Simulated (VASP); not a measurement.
# CdS (F-43m) in VASP: relaxation of cell and atoms with LDA

Aim: the relaxation of cell and atoms of CdS with LDA.

Program: VASP 6.6.1. These are calculated values, not measurements. Logs are shortened: lines on timing, memory, paths and dates and some standing lists are left out, and cuts for length are marked.

## (1) The cell of the first run

The structure is cubic, space group F-43m (No. 216). The conventional cell has a = 5.886 Å, b = 5.886 Å, c = 5.886 Å, α = 90.00°, β = 90.00°, γ = 90.00°. Cd (site symmetry -43m) has 4 S at 2.55 Å within 3.4 Å. Within 3.4 Å of S (site symmetry -43m) lie 4 Cd at 2.55 Å.

## (2) Relaxation of cell and atoms, LDA

INCAR reads:

```
PREC = Accurate ; ENCUT = 630
EDIFF = 1E-7 ; ISMEAR = 0
SIGMA = 0.02 ; LREAL = False
LASPH = True ; NELM = 120
ALGO = Normal ; ISIF = 3
LWAVE = False ; LCHARG = False
GGA = CA ; IBRION = 2
NSW = 100 ; EDIFFG = -0.002
GGA_COMPAT = False ; NELMIN = 4
```

KPOINTS reads:

```
regular mesh
0
Gamma
  8 8 8
```

POSCAR reads:

```
CdS
1.0
    0.0000000000      2.9429534600      2.9429534600
    2.9429534600      0.0000000000      2.9429534600
    2.9429534600      2.9429534600      0.0000000000
Cd S
1 1
Direct
    0.0000000000      0.0000000000      0.0000000000
    0.7500000000      0.7500000000      0.7500000000
```

Potentials or basis: VASP PAW LDA potentials, release 64 (Cd_sv_GW, S).

The run is started by

```console
$ cat potpaw_LDA.64/Cd_sv_GW/POTCAR potpaw_LDA.64/S/POTCAR > POTCAR
$ mpirun -np 1 vasp_std > vasp.out
```

OUTCAR:

```text
PREC = Accurate
   ENCUT = 630
   EDIFF = 1E-7
   ISMEAR = 0
   LREAL = False
   LASPH = True
   NELM = 120
   ISIF = 3
   GGA = CA
   IBRION = 2
   NSW = 100
   EDIFFG = -0.002
   NELMIN = 4

 ion  position               nearest neighbor table
   1  0.000  0.000  0.000-   2 2.55   2 2.55   2 2.55   2 2.55
   2  0.750  0.750  0.750-   1 2.55   1 2.55   1 2.55   1 2.55

  LATTYP: Found a face centered cubic cell.
 ALAT       =     5.8859069200

  Lattice vectors:

 A1 = (   0.0000000000,   2.9429534600,   2.9429534600)
 A2 = (   2.9429534600,   0.0000000000,   2.9429534600)
 A3 = (   2.9429534600,   2.9429534600,   0.0000000000)

Analysis of symmetry for initial positions (statically):
=====================================================================
 Subroutine PRICEL returns:
 Original cell was already a primitive cell.

 Routine SETGRP: Setting up the symmetry group for a
 face centered cubic supercell.

 Subroutine GETGRP returns: Found 24 space group operations
 (whereof 24 operations were pure point group operations)
 out of a pool of 48 trial point group operations.

The static configuration has the point symmetry T_d .

Analysis of symmetry for dynamics (positions and initial velocities):
=====================================================================
 Subroutine PRICEL returns:
 Original cell was already a primitive cell.

 Routine SETGRP: Setting up the symmetry group for a
 face centered cubic supercell.

 Subroutine GETGRP returns: Found 24 space group operations
 (whereof 24 operations were pure point group operations)
 out of a pool of 48 trial point group operations.

The dynamic configuration has the point symmetry T_d .

 Subroutine INISYM returns: Found 24 space group operations
 (whereof 24 operations are pure point group operations),
 and found     1 'primitive' translations

----------------------------------------------------------------------------------------

                                     Primitive cell

  volume of cell :      50.9777

  direct lattice vectors                    reciprocal lattice vectors
     0.000000000  2.942953460  2.942953460    -0.169897352  0.169897352  0.169897352
     2.942953460  0.000000000  2.942953460     0.169897352 -0.169897352  0.169897352
     2.942953460  2.942953460  0.000000000     0.169897352  0.169897352 -0.169897352

  length of vectors
     4.161964697  4.161964697  4.161964697     0.294270846  0.294270846  0.294270846

  position of ions in fractional coordinates (direct lattice)
     0.000000000  0.000000000  0.000000000
     0.750000000  0.750000000  0.750000000

  ion indices of the primitive-cell ions
   primitive index   ion index
                 1           1
                 2           2

----------------------------------------------------------------------------------------

 KPOINTS: regular mesh

Automatic generation of k-mesh.
 Grid dimensions read from file:
 generate k-points for:    8    8    8

 Generating k-lattice:

  Cartesian coordinates                     Fractional coordinates (reciprocal lattice)
    -0.021237169  0.021237169  0.021237169     0.125000000  0.000000000  0.000000000
     0.021237169 -0.021237169  0.021237169     0.000000000  0.125000000  0.000000000
     0.021237169  0.021237169 -0.021237169     0.000000000  0.000000000  0.125000000

  Length of vectors
     0.036783856  0.036783856  0.036783856

  Shift w.r.t. Gamma in fractional coordinates (k-lattice)
     0.000000000  0.000000000  0.000000000

 Subroutine IBZKPT returns following result:
 ===========================================

 Found     29 irreducible k-points:

 Following reciprocal coordinates:
            Coordinates               Weight
  0.000000  0.000000  0.000000      1.000000
  0.125000  0.000000  0.000000      8.000000
  0.250000  0.000000  0.000000      8.000000
  0.375000  0.000000  0.000000      8.000000
  0.500000  0.000000  0.000000      4.000000
  0.125000  0.125000  0.000000      6.000000
[... 16 lines left out ...]
  0.500000  0.250000  0.125000     48.000000
 -0.375000  0.250000  0.125000     24.000000
 [... further k-points ...]
   k-points           NKPTS =     29   k-points in BZ     NKDIM =     29   number of bands    NBANDS=     17
   number of dos      NEDOS =    301   number of ions     NIONS =      2
   total plane-waves  NPLWV =  46656
   dimension x,y,z NGX =    36 NGY =   36 NGZ =   36
   dimension x,y,z NGXF=    72 NGYF=   72 NGZF=   72
   ions per type =               1   1
   NGX,Y,Z   is equivalent  to a cutoff of  14.38, 14.38, 14.38 a.u.
   NGXF,Y,Z  is equivalent  to a cutoff of  28.76, 28.76, 28.76 a.u.
 SYSTEM =  unknown system
   PREC   = accura    normal or accurate (medium, high low for compatibility)
   ISTART =      0    job   : 0-new  1-cont  2-samecut
   ICHARG =      2    charge: 1-file 2-atom 10-const
   ISPIN  =      1    spin polarized calculation?
   LNONCOLLINEAR =      F non collinear calculations
   LSORBIT =      F    spin-orbit coupling
   LASPH  =      T    aspherical Exc in radial PAW
   ENCUT  =  630.0 eV  46.30 Ry    6.80 a.u.   8.52  8.52  8.52*2*pi/ulx,y,z
   NELM   =    120;   NELMIN=  4; NELMDL= -5     # of ELM steps
   EDIFF  = 0.1E-06   stopping-criterion for ELM
   LREAL  =      F    real-space projection
   EDIFFG = -.2E-02   stopping-criterion for IOM
   NSW    =    100    number of steps for IOM
   IBRION =      2    ionic relax: 0-MD 1-quasi-New 2-CG
   NFREE  =      1    steps in history (QN), initial steepest desc. (CG)
   ISIF   =      3    stress and relaxation
   ISYM   =      2    0-nonsym 1-usesym 2-fastsym
   POTIM  = 0.5000    time-step for ionic-motion
   TEBEG  =    0.0;   TEEND  =   0.0 temperature during run
   PSTRESS=    0.0 pullay stress
   NELECT =      26.0000    total number of electrons
   NUPDOWN=      -1.0000    fix difference up-down
   EMIN   =  10.00;   EMAX   =-10.00  energy-range for DOS
   EFERMI =   0.00;   METHOD = LEGACY
   ISMEAR =     0;   SIGMA  =   0.02  broadening in eV -4-tet -1-fermi 0-gaus
   EFERMI_NEDOS =   21; number of points for ismear=-14 and -15
   IALGO  =     38    algorithm
   IMIX   =      4    mixing-type and parameters
     AMIX     =   0.40;   BMIX     =  1.00
     AMIX_MAG =   1.60;   BMIX_MAG =  1.00
  volume/ion in A,a.u.               =      25.49       172.01
  Fermi-wavevector in a.u.,A,eV,Ry     =   1.307994  2.471751 23.277519  1.710849
  Thomas-Fermi vector in A             =   2.438691
   LORBIT       =      0    0 simple, 1 ext, 2 COOP (PROOUT), +10 PAW based schemes
   GGA     = CA    functional components
   LHFCALC =     F    Hartree Fock is set to
   AEXX    =    0.0000 exact exchange contribution
   IVDW    =     0    specifies the selected vdW correction
   LEPSILON=     F    determine dielectric tensor
   LRPA    =     F    only Hartree local field effects (RPA)
 conjugate gradient relaxation of ions
 non-spin polarized calculation
 Gauss-broadening in eV      SIGMA  =   0.02
  energy-cutoff  :      630.00
  volume of cell :       50.98
 maximum number of plane-waves:      1850
 NGX is ok and might be reduce to    36
   NGX = 17   NGY = 17   NGZ = 17

--------------------------------------- Ionic step        1  -------------------------------------------

 number of electron      25.9999999 magnetization

 Free energy of the ion-electron system (eV)
  ---------------------------------------------------
  ext. energy  EPLUGINS =         0.00000000
  ---------------------------------------------------
  free energy    TOTEN  =        -7.40867835 eV

  energy without entropy =       -7.40867835  energy(sigma->0) =       -7.40867835

------------------------ aborting loop because EDIFF is reached ----------------------------------------

  FORCE on cell =-STRESS in cart. coord.  units (eV):
  Direction    XX          YY          ZZ          XY          YZ          ZX
  --------------------------------------------------------------------------------------
  -------------------------------------------------------------------------------------
  Total       -1.2473112     -1.2473112     -1.2473112      0.0000000      0.0000000     -0.0000000
  in kB      -39.2017288    -39.2017288    -39.2017288      0.0000000      0.0000000     -0.0000000
  external PRESSURE =     -39.2017288 kB  Pullay stress =       0.0000000 kB

 VOLUME and BASIS-vectors are now :
 -----------------------------------------------------------------------------
  energy-cutoff  :      630.00
  volume of cell :       50.98
      direct lattice vectors                 reciprocal lattice vectors
     0.000000000  2.942953460  2.942953460    -0.169897352  0.169897352  0.169897352
     2.942953460  0.000000000  2.942953460     0.169897352 -0.169897352  0.169897352
     2.942953460  2.942953460  0.000000000     0.169897352  0.169897352 -0.169897352

 POSITION                                       TOTAL-FORCE (eV/Angst)
 -----------------------------------------------------------------------------------
      0.00000      0.00000      0.00000         0.000000     -0.000000     -0.000000
      4.41443      4.41443      4.41443        -0.000000      0.000000      0.000000
 -----------------------------------------------------------------------------------
    total drift:                                0.000000      0.000000      0.000000

  FREE ENERGIE OF THE ION-ELECTRON SYSTEM (eV)
  ---------------------------------------------------
  free  energy   TOTEN  =        -7.4086783542 eV

  energy  without entropy=       -7.4086783542  energy(sigma->0) =       -7.40867835

--------------------------------------- Ionic step        2  -------------------------------------------

 number of electron      25.9999996 magnetization

 E-fermi :   3.5413     XC(G=0): -10.0217

 val. band max:        3.3088552989   @ k =   0.0000   0.0000   0.0000
 cond. band min:       4.3281286005   @ k =   0.0000   0.0000   0.0000
 fundamental gap:      1.0192733016
 Fermi energy:         3.5413064167

 k-point     1 :       0.0000    0.0000    0.0000
  band No.  band energies     occupation
      1     -97.5888      2.00000
      2     -58.9787      2.00000
      3     -58.9787      2.00000
      4     -58.9787      2.00000
      5      -9.4657      2.00000
      6      -4.7329      2.00000
[... 9 lines left out ...]
     16       9.6523      0.00000
     17       9.6523      0.00000
[... 482 lines left out ...]
 POSITION                                       TOTAL-FORCE (eV/Angst)
 -----------------------------------------------------------------------------------
      0.00000      2.85441      2.85441        -0.000000     -0.000000      0.000000
      4.28161      4.28161      4.28161         0.000000      0.000000     -0.000000
 -----------------------------------------------------------------------------------
    total drift:                                0.000000      0.000000      0.000000

  FREE ENERGIE OF THE ION-ELECTRON SYSTEM (eV)
  ---------------------------------------------------
  free  energy   TOTEN  =        -7.4428246530 eV

  energy  without entropy=       -7.4428246530  energy(sigma->0) =       -7.44282465

--------------------------------------- Ionic step        3  -------------------------------------------

 number of electron      26.0000004 magnetization

 Free energy of the ion-electron system (eV)
  ---------------------------------------------------
  ext. energy  EPLUGINS =         0.00000000
  ---------------------------------------------------
  free energy    TOTEN  =        -7.45023300 eV

  energy without entropy =       -7.45023300  energy(sigma->0) =       -7.45023300

 E-fermi :   3.1127     XC(G=0):  -9.8955

 val. band max:        3.0188172641   @ k =   0.0000   0.0000   0.0000
 cond. band min:       3.9837664341   @ k =   0.0000   0.0000   0.0000
 fundamental gap:      0.9649491699
 Fermi energy:         3.1126578412

 k-point     1 :       0.0000    0.0000    0.0000
  band No.  band energies     occupation
      1     -97.8114      2.00000
      2     -59.2004      2.00000
      3     -59.2004      2.00000
      4     -59.2004      2.00000
      5      -9.5759      2.00000
      6      -4.9047      2.00000
[... 9 lines left out ...]
     16       9.3748      0.00000
     17       9.3748      0.00000
[... 482 lines left out ...]
 POSITION                                       TOTAL-FORCE (eV/Angst)
 -----------------------------------------------------------------------------------
      0.00000      0.00000      0.00000        -0.000000     -0.000000     -0.000000
      4.31967      4.31967      4.31967         0.000000      0.000000      0.000000
 -----------------------------------------------------------------------------------
    total drift:                               -0.000000     -0.000000     -0.000000

  FREE ENERGIE OF THE ION-ELECTRON SYSTEM (eV)
  ---------------------------------------------------
  free  energy   TOTEN  =        -7.4502329951 eV

  energy  without entropy=       -7.4502329951  energy(sigma->0) =       -7.45023300

 reached required accuracy - stopping structural energy minimisation
```

Run time: 59 s. Hardware: 1 thread of AMD EPYC 9R45 (Zen 5), shared host; peak memory 0.18 GiB.

Results:

```
Free energy                           : -7.4502 eV
Relaxed volume                        : 23.88 Å³/atom
Relaxed cell                          : a = 4.073 Å, b = 4.073 Å, c = 4.073 Å, α = 60.00°, β = 60.00°, γ = 60.00°
Space group after relaxing (to 0.1 Å) : F-43m (No. 216)
Energy gained by relaxing             : 20.8 meV/atom
Ionic steps                           : 3
Pressure after relaxing               : 0.0 GPa
Band gap on the k mesh                : 0.96 eV
```

Step by step:
```csv
step,energy change (eV),largest force (eV/Å),pressure (GPa),volume (Å³)
1,0.0000,0.0000,-3.92,50.98
2,-0.0341,0.0000,1.94,46.51
3,-0.0416,0.0000,0.00,47.76
```

Final structure:
```
Cd S
1.0
     0.00000    2.87978    2.87978
     2.87978    0.00000    2.87978
     2.87978    2.87978    0.00000
Cd S
1 1
Cartesian
  0.0000 0.0000 0.0000
  4.3197 4.3197 4.3197
```
